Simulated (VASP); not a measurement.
Crystal: CaNdAu3.

```
Ca Nd Au
1.0
     4.88560    0.00000    0.00000
     0.00000    4.88560    0.00000
     0.00000    0.00000    4.91271
Ca Nd Au
1 1 3
Direct
  0.50000 0.50000 0.51200
  0.00000 0.00000 0.00000
  0.50000 0.50000 0.97400
  0.00000 0.50000 0.50000
  0.50000 0.00000 0.50000
```

The cell was generated, and may not be a known phase.

- Program: VASP 6.6.1
- Task: relaxation of cell and atoms
- Functional: PBE
- Potentials or basis: VASP PAW PBE potentials, release 64 (Ca_sv, Nd_3, Au), 4f in core
- Cutoff: 500 eV
- k mesh: 3 × 3 × 3
- Occupations: gaussian, width 0.2 eV
- Spin: no spin polarisation

At the start: pressure 15.1 GPa; volume 23.45 Å³/atom.

Q: How do energy, volume and symmetry change on relaxing?

A: Over 7 steps the energy falls by 260.4 meV/atom and the volume is 28.70 Å³/atom (+22.4 %); space group P4mm (No. 99, to 0.1 Å) before, Pm-3m (No. 221, to 0.1 Å).

Step by step:
| step | energy change (eV) | largest force (eV/Å) | pressure (GPa) | volume (Å³) |
| --- | --- | --- | --- | --- |
| 1 | 0.0000 | 4.0171 | 15.13 | 117.26 |
| 2 | -0.9535 | 1.7027 | -2.98 | 158.99 |
| 3 | -1.2770 | 0.6202 | 0.82 | 140.94 |
| 4 | -1.2767 | 0.6645 | 0.66 | 141.45 |
| 5 | -1.2999 | 0.1425 | -0.30 | 144.45 |
| 6 | -1.3000 | 0.1316 | -0.32 | 144.51 |
| 7 | -1.3022 | 0.0664 | -0.03 | 143.50 |

Final structure:
```
Ca Nd Au
1.0
     5.23433    0.00000    0.00000
     0.00000    5.23433    0.00000
     0.00000    0.00000    5.23754
Ca Nd Au
1 1 3
Direct
  0.50000 0.50000 0.49257
  0.00000 0.00000 0.00037
  0.50000 0.50000 0.99308
  0.00000 0.50000 0.49999
  0.50000 0.00000 0.49999
```

Caveat: the k points lie up to 0.40 Å⁻¹ apart in the final cell, too coarse for converged energies and pressures of a metal; the volume moved by over 15 % at a fixed basis, so the end points are rough; the relaxation stopped at a loose force limit of 0.08 eV/Å, so its end isn't a converged minimum.
